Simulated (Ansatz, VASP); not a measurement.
# One calculation of Al3O, two programs

File INCAR:

```
PREC = Accurate
ENCUT = 520
EDIFF = 1E-7
ISMEAR = 0
SIGMA = 0.1
LREAL = False
LASPH = True
NELM = 80
ALGO = Normal
ISIF = 2
LWAVE = False
LCHARG = False
LDIPOL = True
IDIPOL = 3
DIPOL = 0.5 0.5 0.321
GGA = CA
NBANDS = 16
```

Contents of KPOINTS:

```
regular mesh
0
Gamma
  9 9 1
```

POSCAR

```
Al3O
1.0
    2.8168432364      0.0000000000      0.0000000000
    0.0000000000      2.8168432364      0.0000000000
    0.0000000000      0.0000000000     21.1042970937
Al O
3 1
Direct
    0.5000000000      0.5000000000      0.1895348602
    0.0000000000      0.0000000000      0.2867549192
    0.5000000000      0.5000000000      0.3840117042
    1.0000000000      1.0000000000      0.4252355363
```

Input for Ansatz:

```yaml
crystal:
  lattice:
    - [2.8168432364, 0.0, 0.0]
    - [0.0, 2.8168432364, 0.0]
    - [0.0, 0.0, 21.1042970937]
  atoms:
    - { symbol: Al, position: [0.5, 0.5, 0.1895348602] }
    - { symbol: Al, position: [0.0, 0.0, 0.2867549192] }
    - { symbol: Al, position: [0.5, 0.5, 0.3840117042] }
    - { symbol: O, position: [1.0, 1.0, 0.4252355363] }
basis:
  ecutwfc: 420
kpoints:
  mp_grid: { grid: [9, 9, 1] }
hamiltonian:
  xc: lda
scf:
  occupations: { method: gaussian, width: 0.1 }
output:
  forces: true
  eigenvalues: true
efield:
  axis: 3
  dipole_correction: true
  ramp_width: 0.04
```

Alike in both runs: task single point; functional LDA; k mesh 9 × 9 × 1; occupations gaussian, width 0.1 eV; no spin polarisation.

|  | VASP | Ansatz |
| --- | --- | --- |
| version | VASP 6.6.1 | Ansatz 0.2.0 |
| potentials or method | VASP PAW LDA potentials, release 64 (Al, O), cutoff 520 eV | scalar-relativistic, plane waves, PAW |
| valence electrons in the cell | 15 | 15 |

```tsv
	VASP	Ansatz	Ansatz less VASP
gap on the k mesh at the Fermi level (eV)	none	none	-
rms of the force components (eV/Å)	1.275	1.278	+0.0034
```

LDA's correlation is that of Perdew and Zunger in VASP and of Perdew and Wang (1992) in Ansatz. Atom by atom the forces differ by 0.004 eV/Å (rms over components). A gap of «none» marks a metal or a gap that the smearing closes.
